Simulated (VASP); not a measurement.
Runs of VASP 6.6.1 on TiS2. The structure is that of space group P-3m1 (No. 164), or close to it. The cells are those of the table. 

```tsv
task	spin	cell	k mesh	cutoff (eV)	smearing	k mesh for the DOS	occupations for the DOS	gap on the mesh (eV)	pressure (GPa)	relaxed volume (Å³/atom)
single point	collinear, ferromagnetic start	a = 3.412, b = 3.412, c = 5.695 Å, angles 90.0, 90.0, 120.0°, 3 atoms	6 × 6 × 4	500	gaussian 0.1 eV	-	-	none	-2.9	-
relaxation of shape and atoms at fixed volume	off	relaxed from a = 3.278, b = 3.278, c = 5.280 Å, angles 90.0, 90.0, 120.0°, 3 atoms	15 × 15 × 8	500	gaussian 0.1 eV	-	-	none	5.5	-
single point	off	a = 3.358, b = 3.358, c = 5.519 Å, angles 90.0, 90.0, 120.0°, 3 atoms	15 × 15 × 8	500	fermi-dirac 0.15 eV	-	-	none	0.0	-
relaxation of shape and atoms at fixed volume	off	relaxed from a = 3.394, b = 3.394, c = 5.575 Å, angles 90.0, 90.0, 120.0°, 3 atoms	15 × 15 × 8	500	gaussian 0.1 eV	-	-	none	-1.1	-
relaxation of cell and atoms	off	relaxed from a = 3.361, b = 3.361, c = 5.520 Å, angles 90.0, 90.0, 120.0°, 3 atoms	15 × 15 × 8	500	fermi-dirac 0.15 eV	-	-	none	0.0	17.93
single point	off	a = 3.377, b = 3.377, c = 5.632 Å, angles 90.0, 90.0, 120.0°, 3 atoms	15 × 15 × 8	500	gaussian 0.1 eV	-	-	none	-1.0	-
single point	off	a = 3.361, b = 3.361, c = 5.520 Å, angles 90.0, 90.0, 120.0°, 3 atoms	15 × 15 × 8	500	gaussian 0.1 eV	-	-	none	0.0	-
single point	off	a = 3.284, b = 3.284, c = 5.262 Å, angles 90.0, 90.0, 120.0°, 3 atoms	15 × 15 × 8	500	gaussian 0.1 eV	-	-	none	5.5	-
relaxation of cell and atoms	off	relaxed from a = 3.412, b = 3.412, c = 5.695 Å, angles 90.0, 90.0, 120.0°, 3 atoms	15 × 15 × 8	500	gaussian 0.1 eV	-	-	none	0.0	(a)
```

Alike in all rows: level PBE+D3(BJ); potentials or basis VASP PAW PBE potentials, release 64 (Ti_sv, S).

Estimate the missing entries.

(a) 17.97.

Caveats: pairwise dispersion overbinds metals, which lowers pressure and volume.

A gap of «none» marks levels without a gap at the run's occupations.
